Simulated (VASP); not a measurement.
Wanted: the native input for a VASP 6.6.1 run.

| Property | Result |
| --- | --- |
| Task | single point |
| Functional | PBE |
| Dispersion | D3(BJ) |
| Potentials or basis | VASP PAW PBE potentials, release 64 (Ru_pv) |
| Cutoff | 520 eV |
| k mesh | 4 × 4 × 1 |
| Occupations | gaussian, width 0.1 eV |
| Spin | no spin polarisation |
| Dipole correction | yes |
| Further INCAR settings | LREAL = Auto; ALGO = Normal; EDIFF = 1e-06; NBANDS = 126 |

The structure of Ru lies in POSCAR:

```
Ru
1.0
    5.3951895485      0.0000000000      0.0000000000
   -2.6975947742      4.6723712072      0.0000000000
    0.0000000000      0.0000000000     25.1494269945
Ru
16
Direct
    0.3333333333      0.1666666667      0.3180986987
    0.3333333333      0.6666666667      0.3180986987
    0.8333333333      0.1666666667      0.3180986987
    0.8333333333      0.6666666667      0.3180986987
    0.1666666667      0.3333333333      0.4029081458
    0.1666666667      0.8333333333      0.4029081458
    0.6666666667      0.3333333333      0.4029081458
    0.6666666667      0.8333333333      0.4029081458
    0.3343688963      0.1687584390      0.4881666409
    0.3343614550      0.6656253084      0.4881683885
    0.8333259052      0.1666625885      0.4872701688
    0.8312120980      0.6656063214      0.4881629624
    0.1707379338      0.3353970966      0.5702777132
    0.1666324877      0.8333354893      0.5745922111
    0.6645642265      0.3353962355      0.5702803866
    0.6645603437      0.8292123462      0.5702769079
```

The input as run:

INCAR

```
ALGO = Normal
DIPOL = 0.5 0.5 0.445
EDIFF = 1E-6
ENCUT = 520
GGA = PE
IDIPOL = 3
ISIF = 2
ISMEAR = 0
IVDW = 12
LASPH = T
LCHARG = F
LDIPOL = T
LREAL = Auto
LWAVE = F
NBANDS = 126
NELM = 60
PREC = Accurate
SIGMA = 0.1
```

KPOINTS

```
k-points
0
Gamma
  4 4 1
```

Potentials or basis: VASP PAW PBE potentials, release 64 (Ru_pv).

Launch:

```bash
$ cat potpaw_PBE.64/Ru_pv/POTCAR > POTCAR
$ mpirun -np 1 vasp_std > vasp.out
```

Results of the run:

| Property | Result |
| --- | --- |
| Largest force | 1.143 eV/Å |
| Band gap on the k mesh | zero (bands 112 and 113 overlap by 1.20 eV) |
| Dispersion energy per atom | -0.460 eV |

Run time: 36 min on 1 thread of Intel(R) Xeon(R) Platinum 8488C (Sapphire Rapids), with other jobs on the host, peak memory 0.9 GiB.
